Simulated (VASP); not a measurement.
# Al in VASP: single point with PBE

Aim: the single point of Al with PBE.

Everything below comes from runs of VASP 6.6.1. Logs are shortened: lines on timing, memory, paths and dates and some standing lists are left out, and cuts for length are marked.

## (1) The cell of the first run

The cell holds a slab with vacuum, 3 atoms: a = 3.003 Å, b = 3.003 Å, c = 31.468 Å, α = 90.00°, β = 90.00°, γ = 120.00°.

## (2) Single point, PBE

Input file INCAR:

```
SYSTEM = Al
  ALGO = Normal
  DIPOL = 0.5 0.5 0.609
  EDIFF = 1E-6
  ENCUT = 400
  GGA = PE
  GGA_COMPAT = .False.
  IDIPOL = 3
  ISIF = 2
  ISMEAR = 1
  LASPH = .True.
  LCHARG = .False.
  LDIPOL = .True.
  LREAL = .False.
  LWAVE = .False.
  NBANDS = 12
  NELM = 120
  NELMDL = -8
  PREC = Accurate
  SIGMA = 0.1
```

Input file KPOINTS:

```
k-points
0
Gamma
  15 15 1
  0 0 0
```

Input file POSCAR:

```
Al
1.0
    3.0028735933      0.0000000291      0.0000000000
   -1.5014368219      2.6005648016      0.0000000000
    0.0000000000      0.0000000000     31.4681124901
Al
3
Direct
    0.6666666667      0.3333333333      0.5376085304
    0.3333333333      0.6666666667      0.6084473586
    1.0000000000      0.0000000000      0.6811149902
```

Potentials or basis: VASP PAW PBE potentials, release 64 (Al).

Run with:

```sh
$ cat potpaw_PBE.64/Al/POTCAR > POTCAR
$ mpirun -np 1 vasp_std > vasp.out
```

OUTCAR:

```text
SYSTEM = Al
   EDIFF = 1E-6
   ENCUT = 400
   GGA = PE
   ISIF = 2
   ISMEAR = 1
   LASPH = .True.
   LREAL = .False.
   NELM = 120
   NELMDL = -8
   PREC = Accurate

 ion  position               nearest neighbor table
   1  0.667  0.333  0.538-   2 2.82   2 2.82   2 2.82
   2  0.333  0.667  0.608-   1 2.82   1 2.82   1 2.82   3 2.87   3 2.87   3 2.87
   3  0.000  0.000  0.681-   2 2.87   2 2.87   2 2.87

  LATTYP: Found a hexagonal cell.
 ALAT       =     3.0028735933
 C/A-ratio  =    10.4793330496

  Lattice vectors:

 A1 = (   3.0028735933,   0.0000000291,   0.0000000000)
 A2 = (  -1.5014368219,   2.6005648016,   0.0000000000)
 A3 = (   0.0000000000,   0.0000000000,  31.4681124901)

Analysis of symmetry for initial positions (statically):
=====================================================================
 Subroutine PRICEL returns:
 Original cell was already a primitive cell.

 Routine SETGRP: Setting up the symmetry group for a
 hexagonal supercell.

 Subroutine GETGRP returns: Found  6 space group operations
 (whereof  6 operations were pure point group operations)
 out of a pool of 24 trial point group operations.

The static configuration has the point symmetry C_3v.

Analysis of symmetry for dynamics (positions and initial velocities):
=====================================================================
 Subroutine PRICEL returns:
 Original cell was already a primitive cell.

 Routine SETGRP: Setting up the symmetry group for a
 hexagonal supercell.

 Subroutine GETGRP returns: Found  6 space group operations
 (whereof  6 operations were pure point group operations)
 out of a pool of 24 trial point group operations.

The dynamic configuration has the point symmetry C_3v.

 Subroutine INISYM returns: Found  6 space group operations
 (whereof  6 operations are pure point group operations),
 and found     1 'primitive' translations

----------------------------------------------------------------------------------------

                                     Primitive cell

  volume of cell :     245.7398

  direct lattice vectors                    reciprocal lattice vectors
     3.002873593  0.000000029  0.000000000     0.333014349  0.192265928  0.000000000
    -1.501436822  2.600564802  0.000000000    -0.000000004  0.384531850  0.000000000
     0.000000000  0.000000000 31.468112490     0.000000000  0.000000000  0.031778201

  length of vectors
     3.002873593  3.002873593 31.468112490     0.384531850  0.384531850  0.031778201

  position of ions in fractional coordinates (direct lattice)
     0.666666667  0.333333333  0.537608530
[... 102 lines left out ...]
  Fermi-wavevector in a.u.,A,eV,Ry     =   0.543664  1.027376  4.021480  0.295570
  Thomas-Fermi vector in A             =   1.572241
   LORBIT       =      0    0 simple, 1 ext, 2 COOP (PROOUT), +10 PAW based schemes
   GGA     = PE    functional components
   LHFCALC =     F    Hartree Fock is set to
   AEXX    =    0.0000 exact exchange contribution
   IVDW    =     0    specifies the selected vdW correction
   LEPSILON=     F    determine dielectric tensor
   LRPA    =     F    only Hartree local field effects (RPA)
 non-spin polarized calculation
 Methfessel and Paxton  Order N= 1 SIGMA  =   0.10
  energy-cutoff  :      400.00
  volume of cell :      245.74
 maximum number of plane-waves:      4533
 NGX is ok and might be reduce to    20
   NGX =  9   NGY =  9   NGZ =103

 dipolmoment           0.000000      0.000000      0.011226 electrons x Angstroem

 number of electron       9.0000000 magnetization

 dipolmoment           0.000000      0.000000     -0.000790 electrons x Angstroem

 Free energy of the ion-electron system (eV)
  ---------------------------------------------------
  ext. energy  EPLUGINS =         0.00000000
  ---------------------------------------------------
  free energy    TOTEN  =       -10.30935029 eV

  energy without entropy =      -10.30773095  energy(sigma->0) =      -10.30881051

 E-fermi :  -1.5666     XC(G=0):  -2.7465

 val. band max:       -1.6233654610   @ k =   0.4667   0.0667   0.0000
 cond. band min:      -1.5405273962   @ k =   0.3333   0.2667   0.0000
 fundamental gap:      0.0828380648
 Fermi energy:        -1.5665699594

 k-point     1 :       0.0000    0.0000    0.0000
  band No.  band energies     occupation
      1     -11.7274      2.00000
      2      -9.9401      2.00000
      3      -7.1208      2.00000
      4      -4.1224      2.00000
      5      -0.5330     -0.00000
      6       1.6965      0.00000
      7       2.4008      0.00000
      8       2.7205      0.00000
      9       2.8201      0.00000
     10       3.6767      0.00000
     11       3.6945      0.00000
     12       4.9977      0.00000
[... 331 lines left out ...]
 k-point    24 :       0.4000    0.2000    0.0000
  band No.  band energies     occupation
      1      -5.7934      2.00000
      2      -5.7032      2.00000
      3      -4.2105      2.00000
      4      -3.7760      2.00000
      5      -1.7086      2.06201
      6      -1.3574     -0.01176
      7      -0.9149     -0.00000
      8       0.1758     -0.00000
      9       1.5517      0.00000
     10       1.7706      0.00000
     11       3.0369      0.00000
     12       4.8590      0.00000

 [... further k-points ...]

------------------------ aborting loop because EDIFF is reached ----------------------------------------

 vacuum level on the upper side and lower side of the slab       (xc-potential included)        -0.023        -0.005

  FORCE on cell =-STRESS in cart. coord.  units (eV):
  Direction    XX          YY          ZZ          XY          YZ          ZX
  --------------------------------------------------------------------------------------
  -------------------------------------------------------------------------------------
  Total       -3.4325211     -3.4325211      0.6379860      0.0000000      0.0000000     -0.0000000
  in kB      -22.3793965    -22.3793965      4.1595495      0.0000000      0.0000000     -0.0000000
  external PRESSURE =     -13.5330812 kB  Pullay stress =       0.0000000 kB

 VOLUME and BASIS-vectors are now :
 -----------------------------------------------------------------------------
  energy-cutoff  :      400.00
  volume of cell :      245.74
      direct lattice vectors                 reciprocal lattice vectors
     3.002873593  0.000000029  0.000000000     0.333014349  0.192265928  0.000000000
    -1.501436822  2.600564802  0.000000000    -0.000000004  0.384531850  0.000000000
     0.000000000  0.000000000 31.468112490     0.000000000  0.000000000  0.031778201

 POSITION                                       TOTAL-FORCE (eV/Angst)
 -----------------------------------------------------------------------------------
      1.50144      0.86685     16.91753         0.000000      0.000000     -0.224262
     -0.00000      1.73371     19.14669         0.000000     -0.000000      0.161230
      0.00000      0.00000     21.43340        -0.000000     -0.000000      0.063032
 -----------------------------------------------------------------------------------
    total drift:                               -0.000000     -0.000000      0.000006

  FREE ENERGIE OF THE ION-ELECTRON SYSTEM (eV)
  ---------------------------------------------------
  free  energy   TOTEN  =       -10.3093502942 eV

  energy  without entropy=      -10.3077309541  energy(sigma->0) =      -10.30881051

 vacuum level on the upper side and lower side of the slab         2.488         2.506
```

stdout:

```text
POSCAR found type information on POSCAR Al
 POSCAR found :  1 types and       3 ions
 scaLAPACK will be used
 LDA part: xc-table for (Slater+PW92), standard interpolation
 POSCAR, INCAR and KPOINTS ok, starting setup
 FFT: planning ... GRIDC
 FFT: planning ... GRID_SOFT
 FFT: planning ... GRID
 WAVECAR not read
 entering main loop
```

Run time: 68 s. Hardware: 1 thread of Intel Xeon Platinum 8488C (Sapphire Rapids), shared host; peak memory 0.28 GiB.

What came out:

```yaml
Free_energy: -10.3094 eV
Largest_force: 0.224 eV/Å
```

Forces on the atoms (eV/Å):
```
Al   0.000  0.000 -0.224
Al   0.000  0.000  0.161
Al   0.000  0.000  0.063
```

Levels at points of the mesh, in eV from the Fermi level:
```csv
k point,band 1,band 2,band 3,band 4,band 5,band 6,band 7,band 8,band 9
"(0.00, 0.00, 0.00)",-10.16,-8.37,-5.55,-2.56,1.03,3.26,3.97,4.29,4.39
```
